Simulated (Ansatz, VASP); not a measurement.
# One calculation of Ce3CoBr3, two programs

```
Ce Co Br
1.0
     5.72126    0.00000    0.00000
     0.00000    5.72126    0.00000
     0.00000    0.00000    5.72126
Ce Co Br
3 1 3
Cartesian
  2.8606 2.8606 0.0000
  0.0000 2.8606 2.8606
  2.8606 0.0000 2.8606
  2.8606 2.8606 2.8606
  2.8606 0.0000 0.0000
  0.0000 2.8606 0.0000
  0.0000 0.0000 2.8606
```

Alike in both runs: functional PBEsol; dispersion D4; k mesh 3 × 3 × 3; occupations methfessel-paxton of order 1, width 0.001 eV; no spin polarisation.

Ansatz relaxed the structure, and its values are those at the end. VASP's run is a single point on that final structure, the one shown.

|  | VASP | Ansatz |
| --- | --- | --- |
| version | VASP 6.6.1 | Ansatz 0.2.0 |
| potentials or method | VASP PAW PBE potentials, release 64 (Ce, Co, Br), cutoff 520 eV | PAW plane waves |
| valence electrons in the cell | 66 | 74 |

|  | VASP | Ansatz | Ansatz less VASP |
| --- | --- | --- | --- |
| gap on the k mesh at the Fermi level (eV) | none | none | - |
| pressure (GPa) | -0.1 | 0.0 | +0.11 |

VASP's potentials were made for PBE, not for PBEsol. A gap of «none» marks a metal or a gap that the smearing closes. VASP's potentials hold 66 valence electrons a cell and Ansatz's 74, so a difference there can come from the potentials and not from the codes.

The k mesh is coarse, so the values compare programs but aren't converged. Neither program's run includes spin-orbit coupling.
